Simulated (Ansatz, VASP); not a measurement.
# Two plane-wave programs on Mg

Contents of INCAR:

```
  PREC = Accurate
  ENCUT = 520
  EDIFF = 1E-7
  ISMEAR = 0
  SIGMA = 0.15
  LREAL = False
  LASPH = True
  NELM = 100
  ALGO = Fast
  ISIF = 2
  LWAVE = False
  LCHARG = False
  GGA = PS
  NBANDS = 9
```

The input KPOINTS:

```
Automatic mesh
0
Gamma
  18 18 10
```

File POSCAR:

```
Mg
1.0
    2.9525298099      0.0000000000      0.0000000000
   -1.4762649049      2.5569658208      0.0000000000
    0.0000000000      0.0000000000      5.6271564000
Mg
2
Direct
    0.3333333333      0.6666666667      0.2500000000
    0.6666666667      0.3333333333      0.7500000000
```

Input for Ansatz:

```yaml
crystal:
  lattice:
    - [2.9525298099, 0.0, 0.0]
    - [-1.4762649049, 2.5569658208, 0.0]
    - [0.0, 0.0, 5.6271564]
  atoms:
    - { symbol: Mg, position: [0.3333333333, 0.6666666667, 0.25] }
    - { symbol: Mg, position: [0.6666666667, 0.3333333333, 0.75] }
basis:
  ecutwfc: 420
kpoints:
  mp_grid: { grid: [18, 18, 10] }
hamiltonian:
  xc: pbesol
scf:
  occupations: { method: gaussian, width: 0.15 }
output:
  forces: true
  stress: true
  eigenvalues: true
  write_density: true
  write_potential: true
  elf: true
  volumetric_format: npy
```

Change from the starting cell: strain -0.080 along x and y, +0.080 along z, atoms carried along.

Alike in both runs: task single point; functional PBEsol; k mesh 18 × 18 × 10; occupations gaussian, width 0.15 eV; no spin polarisation.

```csv
,VASP,Ansatz
version,VASP 6.6.1,Ansatz 0.2.0
potentials or method,"VASP PAW PBE potentials, release 64 (Mg), cutoff 520 eV","scalar-relativistic, plane waves, PAW"
valence electrons in the cell,4,20
```

VASP gave:

| Item | Value |
| --- | --- |
| gap on the k mesh at the Fermi level (eV) | none |
| pressure (GPa) | 3.9 |
| traceless stress, the component that is largest in VASP (GPa) | -6.42 |

Which values does Ansatz return?

gap on the k mesh at the Fermi level (eV): none; pressure (GPa): 3.9; traceless stress, the component that is largest in VASP (GPa): -6.36.

VASP's potentials were made for PBE, not for PBEsol. A gap of «none» marks a metal or a gap that the smearing closes. VASP's potentials hold 4 valence electrons a cell and Ansatz's 20, so a difference there can come from the potentials and not from the codes.
